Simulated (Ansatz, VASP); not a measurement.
# One calculation of BN, two programs

The input INCAR:

```
SYSTEM = BN
PREC = Accurate ; ENCUT = 520
EDIFF = 1E-7 ; ISMEAR = 0
SIGMA = 0.05 ; LREAL = .FALSE.
LASPH = .TRUE. ; NELM = 100
ALGO = Normal ; ISIF = 2
LWAVE = .FALSE. ; LCHARG = .FALSE.
GGA = PE ; NBANDS = 11
```

The input KPOINTS:

```
Automatic mesh
0
G
  12 12 12
  0 0 0
```

Contents of POSCAR:

```
BN
1.0
    0.0000000000      2.1249864663      1.7714125261
    1.7714125261      0.0000000000      1.7714125261
    1.7714125261      2.1249864663      0.0000000000
B N
1 1
Direct
    0.0000000000      0.0000000000      0.0000000000
    0.7500000000      0.7500000000      0.7500000000
```

Input for Ansatz:

```yaml
crystal:
  lattice:
    - [0.0, 2.1249864663, 1.7714125261]
    - [1.7714125261, 0.0, 1.7714125261]
    - [1.7714125261, 2.1249864663, 0.0]
  atoms:
    - { symbol: B, position: [0.0, 0.0, 0.0] }
    - { symbol: "N", position: [0.75, 0.75, 0.75] }
basis:
  ecutwfc: 520.0
kpoints:
  mp_grid: { grid: [12, 12, 12] }
hamiltonian:
  xc: pbe
scf:
  occupations: { method: gaussian, width: 0.05 }
output:
  forces: true
  stress: true
  eigenvalues: true
```

Alike in both runs: task single point; functional PBE; k mesh 12 × 12 × 12; occupations gaussian, width 0.05 eV; no spin polarisation.

|  | VASP | Ansatz |
| --- | --- | --- |
| version | VASP 6.6.1 | Ansatz 0.2.0 |
| potentials or method | VASP PAW PBE potentials, release 64 (B, N), cutoff 520 eV | scalar-relativistic, plane waves, PAW |
| valence electrons in the cell | 8 | 8 |

Ansatz gave:

* gap on the k mesh at the Fermi level (eV): 2.80
* least direct gap on the mesh (eV): 6.28

**Question.** Which values does VASP return?

**Answer.** gap on the k mesh at the Fermi level (eV): 2.79; least direct gap on the mesh (eV): 6.27.
